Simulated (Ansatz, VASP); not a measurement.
## BiSb3O2 in VASP and in Ansatz

```
Sb Bi O
1.0
     6.04831    0.00000    0.00000
    -3.02415    5.23799    0.00000
     0.00000    0.00000    4.46717
Sb Bi O
3 1 2
Direct
  0.00000 0.50000 0.99502
  0.50000 0.00000 0.99502
  0.50000 0.50000 0.99502
  0.00000 0.00000 0.19263
  0.66667 0.33333 0.49615
  0.33333 0.66667 0.49615
```

Change from the starting cell: species swapped into the NaSn2Pd3 type (P6mm, No. 183).

Alike in both runs: task relaxation of cell and atoms; functional PBE; k mesh 3 × 3 × 4; occupations gaussian, width 0.1 eV; no spin polarisation.

```csv
,VASP,Ansatz
version,VASP 6.6.1,Ansatz 0.2.0
potentials or method,"VASP PAW PBE potentials, release 64 (Sb, Bi_d, O), cutoff 600 eV","scalar-relativistic, plane waves, PAW"
valence electrons in the cell,42,72
```

|  | VASP | Ansatz | Ansatz less VASP |
| --- | --- | --- | --- |
| gap on the k mesh at the Fermi level, each at its own relaxed structure (eV) | none | none | - |
| relaxed volume (Å³/atom) | 24.38 | 24.49 | +0.109 |
| relaxed cell length with the largest relative difference (Å) | 7.147 | 7.162 | +0.0151 |

A gap of «none» marks a metal or a gap that the smearing closes. VASP's potentials hold 42 valence electrons a cell and Ansatz's 72, so a difference there can come from the potentials and not from the codes.

The k mesh is coarse, so the values compare programs but aren't converged. Neither program's run includes spin-orbit coupling.
